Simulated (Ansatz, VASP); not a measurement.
**WS2: VASP beside Ansatz**

```
W S
1.0
     3.14608    0.00000    0.00000
    -1.57304    2.72459    0.00000
     0.00000    0.00000   12.70461
W S
2 4
Direct
  0.33333 0.66667 0.25000
  0.66667 0.33333 0.75000
  0.33333 0.66667 0.62660
  0.66667 0.33333 0.12660
  0.33333 0.66667 0.87340
  0.66667 0.33333 0.37340
```

Alike in both runs: task single point; functional PBEsol; k mesh 12 × 12 × 2; occupations gaussian, width 0.01 eV; no spin polarisation.

|  | VASP | Ansatz |
| --- | --- | --- |
| version | VASP 6.6.1 | Ansatz 0.2.0 |
| potentials or method | VASP PAW PBE potentials, release 64 (W_sv, S), cutoff 520 eV | scalar-relativistic, plane waves, PAW |
| valence electrons in the cell | 52 | 52 |

Ansatz gave:

- gap on the k mesh at the Fermi level (eV): 1.10
- least direct gap on the mesh (eV): 1.87
- pressure (GPa): 0.0
- rms of the force components (eV/Å): 0.001

**Question.** Which values does VASP return?

**Answer.** gap on the k mesh at the Fermi level (eV): 1.12; least direct gap on the mesh (eV): 1.87; pressure (GPa): 0.1; rms of the force components (eV/Å): 0.009.

VASP's potentials were made for PBE, not for PBEsol. Atom by atom the forces differ by 0.010 eV/Å (rms over components).

Spin-orbit coupling is off throughout.
